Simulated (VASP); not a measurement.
Set up this calculation in VASP 6.6.1, as the native input.

```yaml
Task: single point
Functional: PBE
Potentials_or_basis: VASP PAW PBE potentials, release 64 (W_sv)
Cutoff: 500 eV
k_mesh: 8 × 8 × 8
Occupations: fermi-dirac, width 0.15 eV
Spin: no spin polarisation
Dipole_correction: no
Further_INCAR_settings: ALGO = Normal; EDIFF = 1e-06; NBANDS = 13
```

The structure of W lies in POSCAR:

```
W
1.0
   -1.5823450000      1.5823450000      1.5823450000
    1.5823450000     -1.5823450000      1.5823450000
    1.5823450000      1.5823450000     -1.5823450000
W
1
Direct
    0.0000000000      0.0000000000      0.0000000000
```

These files were run (other wordings do the same):

INCAR

```
ALGO = Normal
EDIFF = 1E-6
ENCUT = 500
GGA = PE
GGA_COMPAT = F
ISIF = 2
ISMEAR = -1
LASPH = T
LCHARG = F
LREAL = F
LWAVE = F
NBANDS = 13
NELM = 120
PREC = Accurate
SIGMA = 0.15
```

KPOINTS

```
k-points
0
Gamma
  8 8 8
```

Potentials or basis: VASP PAW PBE potentials, release 64 (W_sv).

Run with:

```bash
$ cat potpaw_PBE.64/W_sv/POTCAR > POTCAR
$ mpirun -np 1 vasp_std > vasp.out
```

Results of the run:

- Pressure: 6.7 GPa
- Band gap on the k mesh: zero (band 7 reaches 16.62 eV, above the bottom of band 8 at 10.22 eV)

Caveat: spin-orbit coupling is left out, which moves the levels of the heavy elements.

It took 6.4 s on 1 thread of AMD EPYC 7R13, with other jobs on the host, peak memory 0.09 GiB.
